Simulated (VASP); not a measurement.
A run of VASP 6.6.1 is set up as follows.

INCAR

```
ALGO = Fast ; EDIFF = 1E-7
ENCUT = 520 ; GGA = PE
ISIF = 2 ; ISMEAR = -1
LASPH = True ; LCHARG = True
LELF = True ; LREAL = Auto
LVHAR = True ; LWAVE = False
NBANDS = 250 ; NELECT = 438.0
NELM = 100 ; PREC = Accurate
SIGMA = 0.01
```

File KPOINTS:

```
k-points
0
Gamma
  2 2 2
```

POSCAR

```
MgCu31O16
1.0
    8.5200000000      0.0000000000      0.0000000000
    0.0000000000      8.5200000000      0.0000000000
    0.0000000000      0.0000000000      8.5200000000
Mg Cu O
1 31 16
Direct
    0.1250000000      0.1250000000      0.1250000000
    0.1250000000      0.1250000000      0.6250000000
    0.1250000000      0.6250000000      0.1250000000
    0.1250000000      0.6250000000      0.6250000000
    0.6250000000      0.1250000000      0.1250000000
    0.6250000000      0.1250000000      0.6250000000
    0.6250000000      0.6250000000      0.1250000000
    0.6250000000      0.6250000000      0.6250000000
    0.1301953594      0.3792847882      0.3792847882
    0.1250000000      0.3756023648      0.8743976352
    0.1250000000      0.8743976352      0.3756023648
    0.1198046406      0.8707152118      0.8707152118
    0.6273464989      0.3759165020      0.3759165020
    0.6250000000      0.3761139833      0.8738860167
    0.6250000000      0.8738860167      0.3761139833
    0.6226535011      0.8740834980      0.8740834980
    0.3792847882      0.3792847882      0.1301953594
    0.3759165020      0.3759165020      0.6273464989
    0.3756023648      0.8743976352      0.1250000000
    0.3761139833      0.8738860167      0.6250000000
    0.8743976352      0.3756023648      0.1250000000
    0.8738860167      0.3761139833      0.6250000000
    0.8707152118      0.8707152118      0.1198046406
    0.8740834980      0.8740834980      0.6226535011
    0.3792847882      0.1301953594      0.3792847882
    0.3756023648      0.1250000000      0.8743976352
    0.3759165020      0.6273464989      0.3759165020
    0.3761139833      0.6250000000      0.8738860167
    0.8743976352      0.1250000000      0.3756023648
    0.8707152118      0.1198046406      0.8707152118
    0.8738860167      0.6250000000      0.3761139833
    0.8740834980      0.6226535011      0.8740834980
   -0.0034896772     -0.0034896772     -0.0034896772
    0.0003700342      0.0003700342      0.4987885567
    0.0003700342      0.4987885567      0.0003700342
   -0.0005406487      0.5007687604      0.5007687604
    0.4987885567      0.0003700342      0.0003700342
    0.5007687604     -0.0005406487      0.5007687604
    0.5007687604      0.5007687604     -0.0005406487
    0.4998452601      0.4998452601      0.4998452601
    0.2534896772      0.2534896772      0.2534896772
    0.2496299658      0.2496299658      0.7512114433
    0.2496299658      0.7512114433      0.2496299658
    0.2505406487      0.7492312396      0.7492312396
    0.7512114433      0.2496299658      0.2496299658
    0.7492312396      0.2505406487      0.7492312396
    0.7492312396      0.7492312396      0.2505406487
    0.7501547399      0.7501547399      0.7501547399
```

Potentials or basis: VASP PAW PBE potentials, release 64 (Mg, Cu, O).

Command:

```console
$ cat potpaw_PBE.64/Mg/POTCAR potpaw_PBE.64/Cu/POTCAR potpaw_PBE.64/O/POTCAR > POTCAR
$ mpirun -np 1 vasp_std > vasp.out
```

(1) Estimate the largest force.

## Answers

(1) 0.101 eV/Å.

Caveat: the cell carries a net charge on a neutralising background, which shifts energy and pressure.
